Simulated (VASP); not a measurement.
BiW (CsCl type), 2 atoms in the cell. The structure is cubic, space group Pm-3m (No. 221). Conventional cell: a = 2.996 Å, b = 2.996 Å, c = 2.996 Å, α = 90.00°, β = 90.00°, γ = 90.00°. W (site symmetry m-3m) has 8 Bi at 2.59 Å and 6 W at 3.00 Å within 3.4 Å. Bi (site symmetry m-3m) has 8 W at 2.59 Å and 6 Bi at 3.00 Å within 3.4 Å.  This cell differs from its parent crystal: volume scaled by 0.7.

* Program: VASP 6.6.1
* Task: single point
* Functional: LDA
* Potentials or basis: VASP PAW LDA potentials, release 64 (W_sv, Bi_d)
* Cutoff: 520 eV
* k mesh: 11 × 11 × 11
* Occupations: fermi-dirac, width 0.1 eV
* Spin: no spin polarisation
* Dipole correction: no
* Further INCAR settings: ALGO = Normal; EDIFF = 1e-06; NBANDS = 22

Potentials or basis: VASP PAW LDA potentials, release 64 (W_sv, Bi_d).

Command:

```sh
$ cat potpaw_LDA.64/W_sv/POTCAR potpaw_LDA.64/Bi_d/POTCAR > POTCAR
$ mpirun -np 1 vasp_std > vasp.out
```

Hardware: 1 thread of Intel(R) Xeon(R) Platinum 8375C CPU @ 2.90GHz (Ice Lake), with other jobs on the host.

Problem. How long does it take, and how much memory?

Solution. Run time: 15 s on 1 thread of Intel(R) Xeon(R) Platinum 8375C CPU @ 2.90GHz (Ice Lake), with other jobs on the host, peak memory 0.15 GiB. Counts: scf iterations 12, k points 56.
